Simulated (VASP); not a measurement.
Set up this calculation in VASP 6.6.1, as the native input.

* Task: single point
* Functional: r2SCAN
* Potentials or basis: VASP PAW PBE potentials, release 64 (Sc_sv, Lu, As)
* Cutoff: 520 eV
* k mesh: 6 × 6 × 6
* Occupations: methfessel-paxton, width 0.5 eV
* Spin: no spin polarisation
* Dipole correction: no
* Further INCAR settings: ALGO = Normal; EDIFF = 1e-07; NBANDS = 31

LuScAs2:

```
Sc Lu As
1.0
     1.97265    1.13891    6.43352
    -1.97265    1.13891    6.43352
     0.00000   -2.27782    6.43352
Sc Lu As
1 1 2
Direct
  0.00000 0.00000 0.00000
  0.50000 0.50000 0.50000
  0.25287 0.25287 0.25287
  0.74713 0.74713 0.74713
```

These files were run (other wordings do the same):

POSCAR

```
LuScAs2
1.0
    1.9726542487      1.1389124615      6.4335176529
   -1.9726542487      1.1389124615      6.4335176529
    0.0000000000     -2.2778249230      6.4335176529
Sc Lu As
1 1 2
Direct
    1.0000000000      0.0000000000      0.0000000000
    0.5000000000      0.5000000000      0.5000000000
    0.2528735518      0.2528735518      0.2528735518
    0.7471264482      0.7471264482      0.7471264482
```

INCAR.step1

```
SYSTEM = LuScAs2
  ALGO = Normal
  EDIFF = 1E-4
  ENCUT = 520
  GGA = PE
  ISMEAR = 1
  LASPH = .True.
  LCHARG = .False.
  LREAL = .False.
  LWAVE = .True.
  NBANDS = 31
  NELM = 100
  PREC = Accurate
  SIGMA = 0.5
```

INCAR.step2

```
SYSTEM = LuScAs2
  ALGO = Normal
  EDIFF = 1E-7
  ENCUT = 520
  ISIF = 2
  ISMEAR = 1
  ISTART = 1
  LASPH = .True.
  LCHARG = .True.
  LELF = .True.
  LMIXTAU = .True.
  LREAL = .False.
  LVHAR = .True.
  LWAVE = .False.
  METAGGA = R2SCAN
  NBANDS = 31
  NELM = 100
  PREC = Accurate
  SIGMA = 0.5
```

KPOINTS

```
k-points
0
Gamma
  6 6 6
  0 0 0
```

Potentials or basis: VASP PAW PBE potentials, release 64 (Sc_sv, Lu, As).

Run with:

```sh
$ cat potpaw_PBE.64/Sc_sv/POTCAR potpaw_PBE.64/Lu/POTCAR potpaw_PBE.64/As/POTCAR > POTCAR
$ cp INCAR.step1 INCAR
$ mpirun -np 1 vasp_std > vasp.out
$ cp INCAR.step2 INCAR
$ mpirun -np 1 vasp_std > vasp.out
```

Results of the run:

```
Pressure               : 0.4 GPa
Largest force          : 0.014 eV/Å
Band gap on the k mesh : zero (bands 23 and 24 overlap by 1.02 eV)
```

Caveat: so wide a smearing shifts energies and pressures; the PAW data sets were made with another functional, which shifts forces and pressure a little; spin-orbit coupling is left out, which moves the levels of the heavy elements.

Wall time 19 min on 1 thread of Intel(R) Xeon(R) Platinum 8488C (Sapphire Rapids), on a shared host, peak memory 0.48 GiB.
